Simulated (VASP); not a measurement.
# K16Ta16HO48 (a cell with a defect) in VASP: single point with PBE

Aim: the single point of K16Ta16HO48 (a cell with a defect) with PBE.

All numbers are computed with VASP 6.6.1; they aren't measurements. Logs are shortened: lines on timing, memory, paths and dates and some standing lists are left out, and cuts for length are marked.

**1. The cell of the first run**

The cell holds a defect, 81 atoms: a = 11.379 Å, b = 11.379 Å, c = 11.379 Å, α = 60.00°, β = 60.00°, γ = 60.00°.

**2. Single point, PBE**

The input, INCAR:

```
PREC = Accurate
ENCUT = 520
EDIFF = 1E-6
ISMEAR = -1
SIGMA = 0.01
LREAL = Auto
LASPH = T
NELM = 120
ALGO = Normal
ISIF = 2
LWAVE = F
LCHARG = F
GGA = PE
NBANDS = 350
NELECT = 610.0
GGA_COMPAT = F
```

The input, KPOINTS:

```
regular mesh
0
Gamma
  1 1 1
```

The input, POSCAR:

```
K16Ta16HO48
1.0
    0.0000000000      8.0464028700      8.0464028700
    8.0464028700      0.0000000000      8.0464028700
    8.0464028700      8.0464028700      0.0000000000
K Ta O H
16 16 48 1
Direct
    0.1261068047      0.1292882486      0.1210981790
    0.3756837800      0.3768711207      0.3759631708
    0.1304224369      0.1264528797      0.6212855839
    0.3623944305      0.3718070741      0.8786035337
    0.1235943726      0.6285036849      0.1230253250
    0.3786470291      0.8780264071      0.3723689893
    0.1260934005      0.6257116342      0.6246761270
    0.3758339750      0.8809334309      0.8708621204
    0.6253360032      0.1284403513      0.1219390891
    0.8772833194      0.3795174257      0.3694495363
    0.6247434416      0.1273579207      0.6219036291
    0.8748963591      0.3784066667      0.8719352727
    0.6277876769      0.6291192255      0.1239517122
    0.8746685691      0.8775401301      0.3728235807
    0.6311650920      0.6370908108      0.6133122144
    0.8781238902      0.8744394046      0.8735176483
    0.0051743598      0.0040461277     -0.0032407588
    0.2543741190      0.2561916312      0.2445000933
    0.0083073826      0.0017026613      0.4924661943
    0.2532286411      0.2553589507      0.7447068475
    0.0028146903      0.5057925204     -0.0049317158
    0.2520877407      0.7578922797      0.2486973147
    0.0045666234      0.5055868047      0.4943781988
    0.2549341121      0.7545795924      0.7452285731
    0.5047621101      0.0057666597     -0.0058504551
    0.7555282814      0.2537073184      0.2464056678
    0.5040500781      0.0063920758      0.4942342289
    0.7655304331      0.2442483659      0.7366030954
    0.4960556410      0.5138330054      0.0060748997
    0.7542326074      0.7562064239      0.2440969682
    0.5042905951      0.5052141124      0.4958917884
    0.7542243122      0.7559718436      0.7446794555
    0.1208038398      0.3729100465      0.1271442125
    0.3712588781      0.1233723989      0.3766367916
    0.1221434616      0.1229180846      0.3766561447
    0.3716444680      0.3751580502      0.1264518027
    0.1211269729      0.3737487673      0.3764815046
    0.3715522540      0.1244217772      0.1259551480
    0.1208095047      0.3736570635      0.6268003832
    0.3704812727      0.1232109746      0.8774775669
    0.1209124385      0.1240582101      0.8756492168
    0.3714346768      0.3734024100      0.6269977193
    0.1200431830      0.3732113604      0.8771273883
    0.3709889894      0.1235098163      0.6266127898
    0.1209293576      0.8744053755      0.1274965717
    0.3711016950      0.6241517130      0.3781798966
    0.1220622728      0.6243497485      0.3764047512
    0.3713119209      0.8737322825      0.1274884134
    0.1209552278      0.8725339010      0.3778440795
    0.3688419347      0.6251458732      0.1300602812
    0.1230771503      0.8722136302      0.6262039336
    0.3737980947      0.6199019868      0.8778411656
    0.1215145258      0.6233268358      0.8769195204
    0.3726689783      0.8728402278      0.6268588638
    0.1218636431      0.8725830182      0.8774622433
    0.3726277179      0.6209058531      0.6294265001
    0.6202477361      0.3742042077      0.1245279734
    0.8724534606      0.1228942445      0.3759795826
    0.6211679159      0.1252514138      0.3756016045
    0.8703429648      0.3746400650      0.1262558257
    0.6215592288      0.3728879147      0.3777399795
    0.8707470843      0.1235867939      0.1267588542
    0.6212065734      0.3725003630      0.6304036815
    0.8685282049      0.1258535068      0.8762582757
    0.6228780527      0.1239575940      0.8751933399
    0.8726125862      0.3721789607      0.6253477147
    0.6138622190      0.3795498124      0.8708415916
    0.8736387513      0.1203461962      0.6252288197
    0.6209074395      0.8737481889      0.1269799805
    0.8716105981      0.6243306980      0.3761926648
    0.6220208335      0.6234710333      0.3774676441
    0.8717207844      0.8746890862      0.1250578759
    0.6216238742      0.8744529480      0.3758768387
    0.8707672032      0.6237171622      0.1268509354
    0.6217691133      0.8741752417      0.6260459544
    0.8708787238      0.6235572253      0.8767437548
    0.6197392642      0.6250537964      0.8782133348
    0.8724433776      0.8739773316      0.6260522849
    0.6209557676      0.8739062367      0.8766509216
    0.8703084336      0.6231210240      0.6272676783
    0.5540733159      0.4408221483      0.8096733279
```

Potentials or basis: VASP PAW PBE potentials, release 64 (K_sv, Ta_pv, O, H).

Started as:

```
$ cat potpaw_PBE.64/K_sv/POTCAR potpaw_PBE.64/Ta_pv/POTCAR potpaw_PBE.64/O/POTCAR potpaw_PBE.64/H/POTCAR > POTCAR
$ mpirun -np 1 vasp_gam > vasp.out
```

OUTCAR:

```text
PREC = Accurate
   ENCUT = 520
   EDIFF = 1E-6
   ISMEAR = -1
   LREAL = Auto
   LASPH = T
   NELM = 120
   ISIF = 2
   GGA = PE
   NELECT = 610.0

 ion  position               nearest neighbor table
   1  0.126  0.129  0.121-  43 2.78  33 2.78  40 2.78  38 2.79  48 2.85  35 2.85  60 2.85  41 2.85
                            17 3.44  26 3.44  19 3.45  22 3.45  20 3.50  21 3.50  18 3.52  25 3.52
   2  0.376  0.377  0.376-  61 2.79  46 2.80  50 2.81  42 2.81  57 2.82  59 2.83  47 2.85  44 2.87
                            36 2.87  39 2.88  20 3.43  29 3.44  27 3.44  23 3.45  18 3.47  31 3.50
   3  0.130  0.126  0.621-  44 2.75  34 2.76  39 2.79  37 2.80  54 2.82  41 2.83  35 2.85  66 2.87
                            28 3.39  24 3.46  27 3.47  20 3.49  17 3.49  19 3.49  18 3.50  23 3.52
   4  0.362  0.372  0.879-  81 2.32  43 2.76  33 2.79  40 2.79  53 2.80  42 2.80  38 2.82  56 2.84
                            67 2.86  52 2.89  63 2.89  20 3.34  21 3.34  18 3.41  25 3.41  31 3.56
   5  0.124  0.629  0.123-  55 2.79  45 2.81  50 2.81  52 2.82  72 2.83  53 2.84  47 2.85  36 2.85
                            70 2.87  74 2.88  30 3.43  23 3.45  21 3.45  18 3.46  29 3.46  17 3.49
   6  0.379  0.878  0.372-  73 2.76  34 2.78  69 2.78  38 2.81  54 2.83  71 2.83  48 2.85  35 2.85
                            19 3.44  22 3.44  31 3.46  24 3.46  30 3.49  27 3.49  18 3.51  25 3.51
   7  0.126  0.626  0.625-  46 2.80  51 2.80  56 2.81  49 2.81  53 2.83  42 2.83  78 2.86  47 2.86
                            43 2.87  39 2.89  76 2.89  20 3.44  21 3.44  32 3.46  23 3.46  22 3.49
   8  0.376  0.881  0.871-  40 2.76  44 2.77  79 2.78  75 2.79  41 2.84  54 2.84  77 2.85  48 2.86
                            29 3.41  17 3.44  24 3.46  20 3.48  27 3.50  25 3.50  22 3.51  32 3.52
   9  0.625  0.128  0.122-  64 2.78  57 2.78  62 2.79  59 2.85  72 2.85  36 2.85  65 2.85  67 2.86
[... 23 lines left out ...]
  21  0.003  0.506  0.995-  53 1.90  74 2.01  33 2.02  76 2.02  43 2.02  60 2.12   4 3.34  16 3.43
                             7 3.44   5 3.45  10 3.48  13 3.48   1 3.50  12 3.52
  22  0.252  0.758  0.249-  48 1.89  49 1.97  46 2.00  50 2.03  45 2.03  47 2.12   6 3.44   1 3.45
                            13 3.49   7 3.49  14 3.51   8 3.51   2 3.54   5 3.56
  23  0.005  0.506  0.494-  47 1.90  39 2.00  37 2.01  80 2.02  70 2.02  66 2.14   2 3.45   5 3.45
                            14 3.46   7 3.46  15 3.47  12 3.51  10 3.51   3 3.52
  24  0.255  0.755  0.745-  54 1.90  56 2.01  55 2.02  51 2.02  52 2.03  53 2.13   3 3.46   6 3.46
                             8 3.46  15 3.50  16 3.50   5 3.51   7 3.51   4 3.56
  25  0.505  0.006  0.994-  65 1.90  69 2.01  79 2.01  38 2.02  40 2.02  48 2.14   4 3.41   9 3.45
                            11 3.46  16 3.47  13 3.50   8 3.50   6 3.51   1 3.52
  26  0.756  0.254  0.246-  60 1.90  58 1.99  62 2.01  61 2.02  57 2.07  59 2.12   1 3.44  10 3.44
                            12 3.48  13 3.49  11 3.49  14 3.50   2 3.53   9 3.53
  27  0.504  0.006  0.494-  59 1.90  75 2.01  44 2.01  73 2.02  34 2.02  54 2.13  15 3.43  11 3.43
                             2 3.44  14 3.44   9 3.46   3 3.47   6 3.49   8 3.50
  28  0.766  0.244  0.737-  66 1.90  68 1.90  64 1.96  63 2.03  65 2.12  67 2.18   3 3.39  10 3.41
                            16 3.44  11 3.46  12 3.52   9 3.58  15 3.65
  29  0.496  0.514  0.006-  77 1.90  50 1.90  57 1.96  52 2.03  36 2.12  67 2.18  13 3.39   8 3.41
                             2 3.44   5 3.46  12 3.52   9 3.58  15 3.65
  30  0.754  0.756  0.244-  72 1.90  70 2.01  74 2.01  73 2.02  69 2.02  71 2.13  15 3.43   5 3.43
                            14 3.44  16 3.44   9 3.46  13 3.47   6 3.49  10 3.50
  31  0.504  0.505  0.496-  71 1.90  56 2.01  61 2.02  46 2.02  63 2.03  42 2.13  13 3.46   6 3.46
                            10 3.47  15 3.50   2 3.50  11 3.51   7 3.51   4 3.56
  32  0.754  0.756  0.745-  78 1.90  76 2.01  79 2.01  80 2.02  75 2.02  77 2.14  16 3.45  11 3.45
                            14 3.46   7 3.46  15 3.47  12 3.51   8 3.52  13 3.52
  33  0.121  0.373  0.127-  21 2.02  18 2.02  10 2.77   1 2.78   4 2.79
  34  0.371  0.123  0.377-  18 2.01  27 2.02   3 2.76   6 2.78
  35  0.122  0.123  0.377-  19 1.89  18 2.14   1 2.85   3 2.85   6 2.85  10 2.85
  36  0.372  0.375  0.126-  18 1.90  29 2.12   9 2.85   5 2.85   2 2.87
  37  0.121  0.374  0.376-  18 2.01  23 2.01  10 2.78   3 2.80
  38  0.372  0.124  0.126-  18 2.02  25 2.02   1 2.79   6 2.81   4 2.82   9 2.89
  39  0.121  0.374  0.627-  23 2.00  20 2.02   3 2.79  12 2.79   2 2.88   7 2.89
  40  0.370  0.123  0.877-  20 2.02  25 2.02   8 2.76   1 2.78   4 2.79
  41  0.121  0.124  0.876-  17 1.90  20 2.12   3 2.83   8 2.84  12 2.85   1 2.85
  42  0.371  0.373  0.627-  20 1.90  31 2.13   4 2.80   2 2.81   7 2.83  11 2.84
  43  0.120  0.373  0.877-  20 2.02  21 2.02   4 2.76   1 2.78  12 2.79   7 2.87
[... 22 lines left out ...]
  66  0.873  0.372  0.625-  28 1.90  23 2.14  10 2.85  12 2.86   3 2.87  15 2.89
  67  0.614  0.380  0.871-  81 0.97  29 2.18  28 2.18   9 2.86   4 2.86
  68  0.874  0.120  0.625-  28 1.90  19 2.03  11 2.81  16 2.81
  69  0.621  0.874  0.127-  25 2.01  30 2.02  13 2.76   6 2.78
[... 279 lines left out ...]
   LASPH  =      T    aspherical Exc in radial PAW
   ENCUT  =  520.0 eV  38.22 Ry    6.18 a.u.  21.16 21.16 21.16*2*pi/ulx,y,z
   NELM   =    120;   NELMIN=  2; NELMDL= -5     # of ELM steps
   EDIFF  = 0.1E-05   stopping-criterion for ELM
   LREAL  =      T    real-space projection
   EDIFFG = 0.1E-04   stopping-criterion for IOM
   NSW    =      0    number of steps for IOM
   IBRION =     -1    ionic relax: 0-MD 1-quasi-New 2-CG
   NFREE  =      0    steps in history (QN), initial steepest desc. (CG)
   ISIF   =      2    stress and relaxation
   ISYM   =      2    0-nonsym 1-usesym 2-fastsym
   POTIM  = 0.5000    time-step for ionic-motion
   TEBEG  =    0.0;   TEEND  =   0.0 temperature during run
   PSTRESS=    0.0 pullay stress
   NELECT =     610.0000    total number of electrons
   NUPDOWN=      -1.0000    fix difference up-down
   EMIN   =  10.00;   EMAX   =-10.00  energy-range for DOS
   EFERMI =   0.00;   METHOD = LEGACY
   ISMEAR =    -1;   SIGMA  =   0.01  broadening in eV -4-tet -1-fermi 0-gaus
   EFERMI_NEDOS =   21; number of points for ismear=-14 and -15
   IALGO  =     38    algorithm
   IMIX   =      4    mixing-type and parameters
     AMIX     =   0.40;   BMIX     =  1.00
     AMIX_MAG =   1.60;   BMIX_MAG =  1.00
  volume/ion in A,a.u.               =      12.86        86.81
  Fermi-wavevector in a.u.,A,eV,Ry     =   1.369535  2.588045 25.519427  1.875625
  Thomas-Fermi vector in A             =   2.495401
   LORBIT       =      0    0 simple, 1 ext, 2 COOP (PROOUT), +10 PAW based schemes
   GGA     = PE    functional components
   LHFCALC =     F    Hartree Fock is set to
   AEXX    =    0.0000 exact exchange contribution
   IVDW    =     0    specifies the selected vdW correction
   LEPSILON=     F    determine dielectric tensor
   LRPA    =     F    only Hartree local field effects (RPA)
 non-spin polarized calculation
  energy-cutoff  :      520.00
  volume of cell :     1041.92
 maximum number of plane-waves:     13971
 NGX is ok and might be reduce to    90
   NGX = 43   NGY = 43   NGZ = 43

 number of electron     610.0000011 magnetization

 Free energy of the ion-electron system (eV)
  ---------------------------------------------------
  ext. energy  EPLUGINS =         0.00000000
  ---------------------------------------------------
  free energy    TOTEN  =      -653.74515310 eV

  energy without entropy =     -653.74501230  energy(sigma->0) =     -653.74508270

 E-fermi :   4.0451     XC(G=0): -10.7546

 val. band max:        3.9668465001   @ k =   0.0000   0.0000   0.0000
 cond. band min:       4.1233812005   @ k =   0.0000   0.0000   0.0000
 fundamental gap:      0.1565347005
 Fermi energy:         4.0451138458

 k-point     1 :       0.0000    0.0000    0.0000
  band No.  band energies     occupation
      1     -32.5666      2.00000
      2     -32.5459      2.00000
      3     -32.5252      2.00000
      4     -32.5224      2.00000
      5     -32.4904      2.00000
      6     -32.4893      2.00000
[... 309 lines left out ...]
    316       6.0950      0.00000
    317       6.0955      0.00000
 [bands above 317 left out]

------------------------ aborting loop because EDIFF is reached ----------------------------------------

  FORCE on cell =-STRESS in cart. coord.  units (eV):
  Direction    XX          YY          ZZ          XY          YZ          ZX
  --------------------------------------------------------------------------------------
  -------------------------------------------------------------------------------------
  Total       28.1951679     16.2742873     41.7175977      0.0041067      0.7445426     -0.0023905
  in kB       43.3560744     25.0251820     64.1496896      0.0063149      1.1448928     -0.0036758
  external PRESSURE =      44.1769820 kB  Pullay stress =       0.0000000 kB

 VOLUME and BASIS-vectors are now :
 -----------------------------------------------------------------------------
  energy-cutoff  :      520.00
  volume of cell :     1041.92
      direct lattice vectors                 reciprocal lattice vectors
     0.000000000  8.046402870  8.046402870    -0.062139568  0.062139568  0.062139568
     8.046402870  0.000000000  8.046402870     0.062139568 -0.062139568  0.062139568
     8.046402870  8.046402870  0.000000000     0.062139568  0.062139568 -0.062139568

 POSITION                                       TOTAL-FORCE (eV/Angst)
 -----------------------------------------------------------------------------------
      2.01471      1.98911      2.05501        -0.005364      0.007540     -0.001725
      6.05761      6.04805      6.05536        -0.003724     -0.006928     -0.005806
      6.01660      6.04855      2.06692         0.004285     -0.007802     -0.006378
     10.06131      9.98557      5.90768         0.003863      0.003978      0.008450
      6.04711      1.98440      6.05168        -0.008662      0.001853     -0.006037
     10.06119      6.04298     10.11170        -0.003124     -0.006423     -0.005118
[... 73 lines left out ...]
     10.06113     12.05010     12.01674         0.001707      0.004965     -0.007697
     10.06199     10.97325      8.00533        -0.000996     -0.126365     -0.003680
 -----------------------------------------------------------------------------------
    total drift:                                0.002850     -0.000882      0.000614

  FREE ENERGIE OF THE ION-ELECTRON SYSTEM (eV)
  ---------------------------------------------------
  free  energy   TOTEN  =      -653.7451530952 eV

  energy  without entropy=     -653.7450122995  energy(sigma->0) =     -653.74508270
```

Run time: 28 min. Hardware: 1 thread of AMD EPYC 7R43 (Zen 3), shared host; peak memory 1.4 GiB.

Results:

```yaml
Free_energy: -653.7452 eV
Largest_force: 0.126 eV/Å
```

Forces on the atoms (eV/Å):
```
K   -0.005  0.008 -0.002
K   -0.004 -0.007 -0.006
K    0.004 -0.008 -0.006
K    0.004  0.004  0.008
K   -0.009  0.002 -0.006
K   -0.003 -0.006 -0.005
K    0.002  0.001 -0.004
K    0.004  0.002 -0.005
K   -0.003 -0.003  0.001
K    0.001  0.000 -0.004
K   -0.002 -0.002 -0.003
K    0.006 -0.001 -0.007
K   -0.001 -0.001 -0.006
K    0.005 -0.004 -0.004
K    0.003  0.003 -0.012
K    0.001  0.001 -0.001
Ta  -0.006 -0.031 -0.050
Ta   0.002 -0.001 -0.060
Ta   0.012 -0.017 -0.057
Ta   0.002 -0.001 -0.050
Ta  -0.004  0.004 -0.056
Ta  -0.013 -0.014 -0.059
Ta   0.001 -0.005 -0.051
Ta  -0.009  0.003 -0.058
Ta   0.005 -0.002 -0.058
Ta   0.005 -0.032 -0.050
Ta  -0.004 -0.005 -0.058
Ta   0.062 -0.006 -0.054
Ta  -0.055 -0.003 -0.070
Ta   0.000 -0.006 -0.061
Ta   0.001  0.000 -0.056
Ta   0.002 -0.003 -0.053
O    0.002 -0.001 -0.010
O   -0.001  0.004 -0.008
O    0.003  0.001  0.078
O   -0.006 -0.005  0.087
O    0.003  0.002 -0.009
O   -0.001  0.004 -0.007
O    0.000  0.005 -0.008
O   -0.003 -0.003 -0.013
O   -0.001  0.000  0.070
O    0.000 -0.002  0.078
O    0.000 -0.007 -0.014
O    0.002  0.002 -0.009
O   -0.001  0.016 -0.008
O   -0.004  0.008 -0.009
O   -0.002  0.003  0.068
O   -0.003 -0.001  0.080
O    0.002  0.003 -0.009
O    0.060 -0.002 -0.010
O    0.004  0.009 -0.009
O   -0.011 -0.004 -0.009
O   -0.001  0.000  0.083
O    0.002 -0.002  0.074
O    0.007  0.000 -0.010
O    0.005  0.008 -0.012
O   -0.009  0.053 -0.012
O    0.001  0.015 -0.009
O   -0.001 -0.001  0.082
O    0.001 -0.004  0.069
O   -0.006  0.002 -0.010
O    0.001  0.003 -0.012
O    0.014 -0.003 -0.010
O    0.004  0.050 -0.012
O    0.008 -0.002  0.077
O    0.005 -0.003  0.079
O    0.000  0.099 -0.004
O   -0.065  0.003 -0.008
O    0.001  0.002 -0.006
O   -0.001  0.002 -0.006
O   -0.003 -0.002  0.075
O    0.000 -0.004  0.086
O    0.004 -0.001 -0.006
O   -0.002  0.002 -0.008
O    0.001  0.002 -0.003
O    0.000  0.002 -0.010
O   -0.007 -0.002  0.087
O    0.001  0.001  0.074
O   -0.007  0.002 -0.009
O    0.002  0.005 -0.008
H   -0.001 -0.126 -0.004
```

Caveat: the k points lie up to 0.68 Å⁻¹ apart; the cell carries a net charge on a neutralising background, which shifts energy and pressure; the cell is charged against a uniform background, so pressure and absolute levels hang on convention; spin-orbit coupling is left out, which moves the levels of the heavy elements.
